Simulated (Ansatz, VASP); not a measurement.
One calculation of Zr2TiS4, two programs

```
Zr Ti S
1.0
     0.00000    5.29419    5.29419
     5.29419    0.00000    5.29419
     5.29419    5.29419    0.00000
Zr Ti S
4 2 8
Cartesian
  1.3235 3.9706 3.9706
  3.9706 3.9706 1.3235
  1.3235 1.3235 1.3235
  3.9706 1.3235 3.9706
  5.2942 5.2942 5.2942
  7.9413 7.9413 7.9413
  6.6503 3.9380 6.6503
  3.9380 6.6503 6.6503
  6.6503 6.6503 3.9380
  3.9380 3.9380 3.9380
  6.5851 6.5851 9.2974
  9.2974 9.2974 9.2974
  9.2974 6.5851 6.5851
  6.5851 9.2974 6.5851
```

Alike in both runs: functional PBE; k mesh 2 × 2 × 2; occupations gaussian, width 0.15 eV; collinear spin.

Ansatz relaxed the structure, and its values are those at the end. VASP's run is a single point on that final structure, the one shown.

|  | VASP | Ansatz |
| --- | --- | --- |
| version | VASP 6.6.1 | Ansatz 0.2.0 |
| potentials or method | VASP PAW PBE potentials, release 64 (Zr_sv, Ti_sv, S), cutoff 520 eV | scalar-relativistic, plane waves, PAW |
| valence electrons in the cell | 120 | 120 |

```tsv
	VASP	Ansatz	Ansatz less VASP
gap on the k mesh at the Fermi level (eV)	none	none	-
pressure (GPa)	0.2	0.2	-0.01
rms of the force components (eV/Å)	0.010	0.006	-0.0036
net moment per atom (μB)	0.16	0.16	-0.002
size of the moment on the site where the two differ most (μB)	0.85	0.74	-0.111
```

Site moments also hang on the region over which each program counts them. A gap of «none» marks a metal or a gap that the smearing closes.

The k mesh is coarse, so the values compare programs but aren't converged.
